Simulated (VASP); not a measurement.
# SiC4 (I4/mmm) in VASP: notebook

SiC4 is run at these levels: PBE; tasks: single point.

All numbers are computed with VASP 6.6.1; they aren't measurements. Logs are shortened: lines on timing, memory, paths and dates and some standing lists are left out, and cuts for length are marked.

## Step 1: The cell of the first run

It takes space group I4/mmm (No. 139, tetragonal). Conventional cell: a = 4.156 Å, b = 4.156 Å, c = 5.679 Å, α = 90.00°, β = 90.00°, γ = 90.00°. Si (site symmetry 4/mmm) has 4 C at 1.90 Å within 2.5 Å. Within 2.0 Å of C (site symmetry m2m) lie 2 C at 1.47 Å and 1 Si at 1.90 Å.

## Step 2: Single point, PBE

The input, INCAR:

```
ALGO     = Normal         # electronic algorithm
EDIFF    = 1E-6           # SCF threshold, eV
ENCUT    = 520            # plane-wave cutoff, eV
GGA      = PE             # functional
ISIF     = 2              # what is computed and relaxed
ISMEAR   = 0              # smearing method
LASPH    = T              # aspherical terms in the spheres
LCHARG   = F              # write CHGCAR
LREAL    = F              # projectors in reciprocal space
LWAVE    = F              # write WAVECAR
NBANDS   = 18             # bands
NELM     = 100            # most SCF steps
PREC     = Accurate       # precision mode
SIGMA    = 0.1            # smearing width, eV
```

The input, KPOINTS:

```
k-points
0
Gamma
  6 6 6
```

The input, POSCAR:

```
SiC4
1.0
   -2.0782062708      2.0782062708      2.8393969137
    2.0782062708     -2.0782062708      2.8393969137
    2.0782062708      2.0782062708     -2.8393969137
Si C
1 4
Direct
    0.0000000000      0.0000000000      0.0000000000
    0.6769453615      0.6769488868      0.3538942484
    0.3230546385      0.3230511132      0.6461057516
    0.6769488868      0.3230546385      0.0000035253
    0.3230511132      0.6769453615      0.9999964747
```

Potentials or basis: VASP PAW PBE potentials, release 64 (Si, C).

Launch:

```
$ cat potpaw_PBE.64/Si/POTCAR potpaw_PBE.64/C/POTCAR > POTCAR
$ mpirun -np 1 vasp_std > vasp.out
```

OUTCAR:

```text
EDIFF = 1E-6
   ENCUT = 520
   GGA = PE
   ISIF = 2
   ISMEAR = 0
   LASPH = T
   LREAL = F
   NELM = 100
   PREC = Accurate

 ion  position               nearest neighbor table
   1  0.000  0.000  0.000-   3 1.90   2 1.90   5 1.90   4 1.90
   2  0.677  0.677  0.354-   4 1.47   5 1.47   1 1.90
   3  0.323  0.323  0.646-   5 1.47   4 1.47   1 1.90
   4  0.677  0.323  0.000-   2 1.47   3 1.47   1 1.90
   5  0.323  0.677  1.000-   3 1.47   2 1.47   1 1.90

  LATTYP: Found a body centered tetragonal cell.
 ALAT       =     4.1564125416
 C/A-ratio  =     1.3662729025

  Lattice vectors:

 A1 = (  -2.0782062708,   2.0782062708,   2.8393969137)
 A2 = (   2.0782062708,  -2.0782062708,   2.8393969137)
 A3 = (   2.0782062708,   2.0782062708,  -2.8393969137)

Analysis of symmetry for initial positions (statically):
=====================================================================
 Subroutine PRICEL returns:
 Original cell was already a primitive cell.

 Routine SETGRP: Setting up the symmetry group for a
 body centered tetragonal supercell.

 Subroutine GETGRP returns: Found 16 space group operations
 (whereof 16 operations were pure point group operations)
 out of a pool of 16 trial point group operations.

The static configuration has the point symmetry D_4h.

Analysis of symmetry for dynamics (positions and initial velocities):
=====================================================================
 Subroutine PRICEL returns:
 Original cell was already a primitive cell.

 Routine SETGRP: Setting up the symmetry group for a
 body centered tetragonal supercell.

 Subroutine GETGRP returns: Found 16 space group operations
 (whereof 16 operations were pure point group operations)
 out of a pool of 16 trial point group operations.

The dynamic configuration has the point symmetry D_4h.

 Subroutine INISYM returns: Found 16 space group operations
 (whereof 16 operations are pure point group operations),
 and found     1 'primitive' translations

----------------------------------------------------------------------------------------

                                     Primitive cell

  volume of cell :      49.0528

  direct lattice vectors                    reciprocal lattice vectors
    -2.078206271  2.078206271  2.839396914     0.000000000  0.240592095  0.176093732
[... 92 lines left out ...]
   EDIFF  = 0.1E-05   stopping-criterion for ELM
   LREAL  =      F    real-space projection
   EDIFFG = 0.1E-04   stopping-criterion for IOM
   NSW    =      0    number of steps for IOM
   IBRION =     -1    ionic relax: 0-MD 1-quasi-New 2-CG
   NFREE  =      0    steps in history (QN), initial steepest desc. (CG)
   ISIF   =      2    stress and relaxation
   ISYM   =      2    0-nonsym 1-usesym 2-fastsym
   POTIM  = 0.5000    time-step for ionic-motion
   TEBEG  =    0.0;   TEEND  =   0.0 temperature during run
   PSTRESS=    0.0 pullay stress
   NELECT =      20.0000    total number of electrons
   NUPDOWN=      -1.0000    fix difference up-down
   EMIN   =  10.00;   EMAX   =-10.00  energy-range for DOS
   EFERMI =   0.00;   METHOD = LEGACY
   ISMEAR =     0;   SIGMA  =   0.10  broadening in eV -4-tet -1-fermi 0-gaus
   EFERMI_NEDOS =   21; number of points for ismear=-14 and -15
   IALGO  =     38    algorithm
   IMIX   =      4    mixing-type and parameters
     AMIX     =   0.40;   BMIX     =  1.00
     AMIX_MAG =   1.60;   BMIX_MAG =  1.00
  volume/ion in A,a.u.               =       9.81        66.20
  Fermi-wavevector in a.u.,A,eV,Ry     =   1.213939  2.294013 20.050212  1.473649
  Thomas-Fermi vector in A             =   2.349375
   LORBIT       =      0    0 simple, 1 ext, 2 COOP (PROOUT), +10 PAW based schemes
   GGA     = PE    functional components
   LHFCALC =     F    Hartree Fock is set to
   AEXX    =    0.0000 exact exchange contribution
   IVDW    =     0    specifies the selected vdW correction
   LEPSILON=     F    determine dielectric tensor
   LRPA    =     F    only Hartree local field effects (RPA)
 non-spin polarized calculation
 Gauss-broadening in eV      SIGMA  =   0.10
  energy-cutoff  :      520.00
  volume of cell :       49.05
 maximum number of plane-waves:      1331
   NGX = 15   NGY = 15   NGZ = 15

 number of electron      20.0000001 magnetization

 Free energy of the ion-electron system (eV)
  ---------------------------------------------------
  ext. energy  EPLUGINS =         0.00000000
  ---------------------------------------------------
  free energy    TOTEN  =       -36.48541753 eV

  energy without entropy =      -36.48021080  energy(sigma->0) =      -36.48281416

 E-fermi :   5.6681     XC(G=0): -10.8618

 val. band max:        5.5693376788   @ k =  -0.3333   0.3333   0.1667
 cond. band min:       5.7091977151   @ k =  -0.3333   0.5000   0.1667
 fundamental gap:      0.1398600363
 Fermi energy:         5.6680730204

 k-point     1 :       0.0000    0.0000    0.0000
  band No.  band energies     occupation
      1     -12.4512      2.00000
      2      -4.4550      2.00000
      3      -3.8498      2.00000
      4      -3.8498      2.00000
      5      -0.5260      2.00000
      6       1.9653      2.00000
[... 481 lines left out ...]
      5      -0.4455      2.00000
      6       0.3759      2.00000
[... 10 lines left out ...]
     17      17.1045      0.00000
     18      17.2839      0.00000

 [... further k-points ...]

------------------------ aborting loop because EDIFF is reached ----------------------------------------

  FORCE on cell =-STRESS in cart. coord.  units (eV):
  Direction    XX          YY          ZZ          XY          YZ          ZX
  --------------------------------------------------------------------------------------
  -------------------------------------------------------------------------------------
  Total        0.0948209      0.0948209      0.0703482      0.0000000      0.0000000      0.0000000
  in kB        3.0970722      3.0970722      2.2977361      0.0000000      0.0000000      0.0000000
  external PRESSURE =       2.8306269 kB  Pullay stress =       0.0000000 kB

 VOLUME and BASIS-vectors are now :
 -----------------------------------------------------------------------------
  energy-cutoff  :      520.00
  volume of cell :       49.05
      direct lattice vectors                 reciprocal lattice vectors
    -2.078206271  2.078206271  2.839396914     0.000000000  0.240592095  0.176093732
     2.078206271 -2.078206271  2.839396914     0.240592095  0.000000000  0.176093732
     2.078206271  2.078206271 -2.839396914     0.240592095  0.240592095  0.000000000

 POSITION                                       TOTAL-FORCE (eV/Angst)
 -----------------------------------------------------------------------------------
      0.00000      0.00000      0.00000        -0.000000      0.000000      0.000000
      0.73547      0.73546      2.83940         0.066056      0.066056     -0.000000
      1.34273      1.34275      0.00000        -0.066056     -0.066056      0.000000
     -0.73546      0.73547      2.83940        -0.066056      0.066056     -0.000000
      2.81366      1.34273      0.00000         0.066056     -0.066056      0.000000
 -----------------------------------------------------------------------------------
    total drift:                               -0.000000     -0.000000      0.000000

  FREE ENERGIE OF THE ION-ELECTRON SYSTEM (eV)
  ---------------------------------------------------
  free  energy   TOTEN  =       -36.4854175257 eV

  energy  without entropy=      -36.4802107996  energy(sigma->0) =      -36.48281416
```

OSZICAR:

```text
N       E                     dE             d eps       ncg     rms          rms(c)
DAV:   1     0.471860587922E+02    0.47186E+02   -0.95246E+03  1080   0.977E+02
DAV:   2    -0.353524069985E+02   -0.82538E+02   -0.78706E+02  1392   0.193E+02
DAV:   3    -0.393923724600E+02   -0.40400E+01   -0.39876E+01  1406   0.401E+01
DAV:   4    -0.394308646850E+02   -0.38492E-01   -0.38463E-01  1490   0.444E+00
DAV:   5    -0.394313162365E+02   -0.45155E-03   -0.45148E-03  1412   0.467E-01    0.108E+01
DAV:   6    -0.368542958790E+02    0.25770E+01   -0.42952E+00  1294   0.109E+01    0.569E+00
DAV:   7    -0.365021724979E+02    0.35212E+00   -0.11274E+00  1384   0.615E+00    0.211E+00
DAV:   8    -0.364845556367E+02    0.17617E-01   -0.77917E-02  1316   0.159E+00    0.621E-01
DAV:   9    -0.364854839659E+02   -0.92833E-03   -0.93613E-03  1348   0.616E-01    0.123E-01
DAV:  10    -0.364853577168E+02    0.12625E-03   -0.12412E-03  1324   0.196E-01    0.353E-02
DAV:  11    -0.364854134211E+02   -0.55704E-04   -0.77014E-05  1420   0.598E-02    0.245E-02
DAV:  12    -0.364854174142E+02   -0.39931E-05   -0.30030E-05  1298   0.310E-02    0.520E-03
DAV:  13    -0.364854175257E+02   -0.11157E-06   -0.25731E-06  1228   0.917E-03
   1 F= -.36485418E+02 E0= -.36482814E+02  d E =-.520673E-02
```

stdout:

```text
POSCAR found type information on POSCAR SiC
 POSCAR found :  2 types and       5 ions
 scaLAPACK will be used
 LDA part: xc-table for (Slater+PW92), standard interpolation
 POSCAR, INCAR and KPOINTS ok, starting setup
 FFT: planning ... GRIDC
 FFT: planning ... GRID_SOFT
 FFT: planning ... GRID
 WAVECAR not read
 entering main loop
```

Wall time 33 s (1 thread of Intel Xeon 8259CL, shared host); peak memory 0.17 GiB.

Results:

| Quantity | Value |
| --- | --- |
| Free energy | -36.4854 eV |
| Pressure | 0.3 GPa |
| Largest force | 0.093 eV/Å |
| Band gap on the k mesh | zero (bands 10 and 11 overlap by 3.44 eV) |

Forces in eV/Å, atoms in the order of the input:
```
Si   0.000  0.000  0.000
C    0.066  0.066  0.000
C   -0.066 -0.066  0.000
C   -0.066  0.066  0.000
C    0.066 -0.066  0.000
```

Stress tensor (GPa, compression positive):
```
0.31 0.00 0.00
0.00 0.31 0.00
0.00 0.00 0.23
```

## Step 3: Single point, PBE, collinear spin

The input, INCAR:

```
SYSTEM = SiC4
ALGO = Normal
EDIFF = 1E-6
ENCUT = 520
GGA = PE
ISIF = 2
ISMEAR = 0
ISPIN = 2
LASPH = .TRUE.
LCHARG = .TRUE.
LELF = .TRUE.
LORBIT = 11
LREAL = .FALSE.
LVHAR = .TRUE.
LWAVE = .FALSE.
MAGMOM = 0 1 1 1 1
NBANDS = 22
NELM = 150
PREC = Accurate
SIGMA = 0.1
```

The input, KPOINTS:

```
k-points
0
G
  6 6 6
  0 0 0
```

The input, POSCAR:

```
SiC4
1.0
   -2.0782062708      2.0782062708      2.8393969137
    2.0782062708     -2.0782062708      2.8393969137
    2.0782062708      2.0782062708     -2.8393969137
Si C
1 4
Direct
    0.0000000000      0.0000000000      0.0000000000
    0.6769471242      0.6769471242      0.3538942484
    0.3230528758      0.3230528758      0.6461057516
    0.6769471242      0.3230528758      0.0000000000
    0.3230528758      0.6769471242      0.0000000000
```

Potentials or basis: VASP PAW PBE potentials, release 64 (Si, C).

Launch:

```
$ cat potpaw_PBE.64/Si/POTCAR potpaw_PBE.64/C/POTCAR > POTCAR
$ mpirun -np 1 vasp_std > vasp.out
```

OUTCAR:

```text
SYSTEM = SiC4
   EDIFF = 1E-6
   ENCUT = 520
   GGA = PE
   ISIF = 2
   ISMEAR = 0
   ISPIN = 2
   LASPH = .TRUE.
   LORBIT = 11
   LREAL = .FALSE.
   NELM = 150
   PREC = Accurate

 ion  position               nearest neighbor table
   1  0.000  0.000  0.000-   3 1.90   2 1.90   5 1.90   4 1.90
   2  0.677  0.677  0.354-   4 1.47   5 1.47   1 1.90
   3  0.323  0.323  0.646-   4 1.47   5 1.47   1 1.90
   4  0.677  0.323  0.000-   2 1.47   3 1.47   1 1.90
   5  0.323  0.677  0.000-   2 1.47   3 1.47   1 1.90

  LATTYP: Found a body centered tetragonal cell.
 ALAT       =     4.1564125416
 C/A-ratio  =     1.3662729025
[... 1435 lines left out ...]
     2.078206271  2.078206271 -2.839396914     0.240592095  0.240592095  0.000000000

 POSITION                                       TOTAL-FORCE (eV/Angst)
 -----------------------------------------------------------------------------------
      0.00000      0.00000      0.00000        -0.000000      0.000000      0.000000
      0.73547      0.73547      2.83940         0.066029      0.066029     -0.000000
      1.34274      1.34274      0.00000        -0.066029     -0.066029      0.000000
     -0.73547      0.73547      2.83940        -0.066029      0.066029      0.000000
      0.73547     -0.73547      2.83940         0.066029     -0.066029     -0.000000
 -----------------------------------------------------------------------------------
    total drift:                               -0.000000     -0.000000      0.000000

  FREE ENERGIE OF THE ION-ELECTRON SYSTEM (eV)
  ---------------------------------------------------
  free  energy   TOTEN  =       -36.4854178859 eV

  energy  without entropy=      -36.4802094260  energy(sigma->0) =      -36.48281366

 total charge

# of ion       s       p       d       tot
------------------------------------------
    1        0.686   0.909   0.000   1.595
    2        0.892   1.599   0.000   2.490
    3        0.892   1.599   0.000   2.490
    4        0.892   1.599   0.000   2.490
    5        0.892   1.599   0.000   2.490
--------------------------------------------------
tot          4.252   7.303   0.000  11.556

 magnetization (x)

# of ion       s       p       d       tot
------------------------------------------
    1       -0.000  -0.000   0.000  -0.000
    2        0.000   0.000   0.000   0.000
    3        0.000   0.000   0.000   0.000
    4        0.000   0.000   0.000   0.000
    5        0.000   0.000   0.000   0.000
--------------------------------------------------
tot          0.000   0.000   0.000   0.000
```

OSZICAR:

```text
N       E                     dE             d eps       ncg     rms          rms(c)
DAV:   1     0.416018865367E+02    0.41602E+02   -0.90452E+03  2648   0.785E+02
DAV:   2    -0.346244972983E+02   -0.76226E+02   -0.72481E+02  3338   0.169E+02
DAV:   3    -0.381623992461E+02   -0.35379E+01   -0.34898E+01  3498   0.317E+01
DAV:   4    -0.381894720827E+02   -0.27073E-01   -0.27060E-01  3228   0.328E+00
DAV:   5    -0.381897388426E+02   -0.26676E-03   -0.26674E-03  3518   0.310E-01    0.128E+01
DAV:   6    -0.367558438780E+02    0.14339E+01   -0.35000E+00  3048   0.958E+00    0.601E+00
DAV:   7    -0.364691848127E+02    0.28666E+00   -0.12675E+00  3334   0.612E+00    0.262E+00
DAV:   8    -0.364734035880E+02   -0.42188E-02   -0.16452E-01  3022   0.275E+00    0.126E+00
DAV:   9    -0.364835259563E+02   -0.10122E-01   -0.22279E-02  3122   0.112E+00    0.423E-01
DAV:  10    -0.364851033471E+02   -0.15774E-02   -0.26128E-03  3258   0.387E-01    0.183E-01
DAV:  11    -0.364853350570E+02   -0.23171E-03   -0.29024E-04  3178   0.112E-01    0.602E-02
DAV:  12    -0.364853937716E+02   -0.58715E-04   -0.99633E-05  3270   0.624E-02    0.251E-02
DAV:  13    -0.364854120697E+02   -0.18298E-04   -0.13963E-05  3280   0.281E-02    0.139E-02
DAV:  14    -0.364854165326E+02   -0.44629E-05   -0.62900E-06  3046   0.156E-02    0.449E-03
DAV:  15    -0.364854178175E+02   -0.12849E-05   -0.10478E-06  2914   0.692E-03    0.118E-03
DAV:  16    -0.364854178859E+02   -0.68367E-07   -0.67199E-08  1800   0.179E-03
   1 F= -.36485418E+02 E0= -.36482814E+02  d E =-.520846E-02  mag=     0.0000
```

stdout:

```text
POSCAR found type information on POSCAR SiC
 POSCAR found :  2 types and       5 ions
 scaLAPACK will be used
 LDA part: xc-table for (Slater+PW92), standard interpolation
 POSCAR, INCAR and KPOINTS ok, starting setup
 FFT: planning ... GRIDC
 FFT: planning ... GRID_SOFT
 FFT: planning ... GRID
 WAVECAR not read
 entering main loop
```

Wall time 2.3 min (1 thread of Intel Xeon 8259CL, shared host); peak memory 0.2 GiB.

What came out:

| Item | Value |
| --- | --- |
| Free energy | -36.4854 eV |
| Pressure | 0.3 GPa |
| Largest force | 0.093 eV/Å |
| Band gap on the k mesh | zero (filled and empty bands overlap) |
| Net moment | 0.00 μB per cell |
| Valence electrons inside the program's atomic spheres | Si 1.59; C 2.49 |

Forces in eV/Å, atoms in the order of the input:
```
Si   0.000  0.000  0.000
C    0.066  0.066  0.000
C   -0.066 -0.066  0.000
C   -0.066  0.066  0.000
C    0.066 -0.066  0.000
```

## Step 4: Single point, PBE

This run uses another cell than the first one, of 12.90 Å³/atom.

The input, INCAR:

```
SYSTEM = SiC4
  PREC = Accurate
  ENCUT = 520
  EDIFF = 1E-6
  ISMEAR = 0
  SIGMA = 0.1
  LREAL = .FALSE.
  LASPH = .TRUE.
  NELM = 100
  ALGO = Normal
  ISIF = 2
  LWAVE = .FALSE.
  LCHARG = .TRUE.
  GGA = PE
  LELF = .TRUE.
  LVHAR = .TRUE.
  NBANDS = 18
```

The input, KPOINTS:

```
Automatic mesh
0
G
  12 12 12
  0 0 0
```

The input, POSCAR:

```
SiC4
1.0
   -2.0674315513      2.0674315513      3.7717999011
    2.0674315513     -2.0674315513      3.7717999011
    2.0674315513      2.0674315513     -3.7717999011
Si C
1 4
Direct
    0.0000000000      0.0000000000      0.0000000000
    0.6767703414      0.6767703414      0.3535406827
    0.3232296586      0.3232296586      0.6464593173
    0.6767703414      0.3232296586      0.0000000000
    0.3232296586      0.6767703414      0.0000000000
```

Launch:

```
$ cat potpaw_PBE.64/Si/POTCAR potpaw_PBE.64/C/POTCAR > POTCAR
$ mpirun -np 1 vasp_std > vasp.out
```

Wall time 5 min (1 thread of Intel Xeon 8259CL, shared host); peak memory 0.3 GiB.

The run converged. Its results:

```
Free energy            : -36.5547 eV
Pressure               : 0.2 GPa
Largest force          : 0.099 eV/Å
Band gap on the k mesh : zero (bands 10 and 11 overlap by 1.78 eV)
```

Forces on the atoms (eV/Å):
```
Si   0.000  0.000  0.000
C    0.070  0.070  0.000
C   -0.070 -0.070  0.000
C   -0.070  0.070  0.000
C    0.070 -0.070  0.000
```

Stress tensor (GPa, compression positive):
```
 0.30  0.00  0.00
 0.00  0.30  0.00
 0.00  0.00 -0.02
```

Levels at points of the mesh, in eV from the Fermi level:
| k point | band 6 | band 7 | band 8 | band 9 | band 10 | band 11 | band 12 | band 13 | band 14 | band 15 |
| --- | --- | --- | --- | --- | --- | --- | --- | --- | --- | --- |
| (0.00, 0.00, 0.00) | -4.99 | -3.51 | -3.51 | -2.90 | 0.20 | 0.20 | 2.24 | 3.16 | 5.21 | 6.61 |
| (0.50, 0.00, 0.00) | -5.93 | -4.84 | -4.05 | -2.16 | 0.30 | 1.27 | 4.43 | 4.88 | 5.39 | 6.32 |
| (0.50, 0.50, 0.00) | -3.92 | -3.32 | -1.84 | -1.83 | -0.98 | 0.01 | 0.31 | 4.93 | 7.59 | 7.67 |
| (0.50, 0.50, 0.50) | -6.29 | -3.51 | -3.51 | -2.80 | 1.05 | 1.05 | 2.86 | 3.61 | 6.07 | 10.44 |

## Step 5: Summary

```csv
spin,cell,k mesh,gap on the mesh (eV),pressure (GPa),largest force (eV/Å)
off,"a = 4.087 Å, angles 118.9, 118.9, 92.0°, 5 atoms",6 × 6 × 6,none,0.3,0.09
collinear,"a = 4.087 Å, angles 118.9, 118.9, 92.0°, 5 atoms",6 × 6 × 6,none,0.3,0.09
off,"a = 4.772 Å, angles 128.7, 128.7, 75.6°, 5 atoms",12 × 12 × 12,none,0.2,0.10
```

Alike in all rows: task single point; level PBE; potentials or basis VASP PAW PBE potentials, release 64 (Si, C); cutoff (eV) 520; smearing gaussian 0.1 eV.

Absolute energies hang on the potentials; compare differences alone.
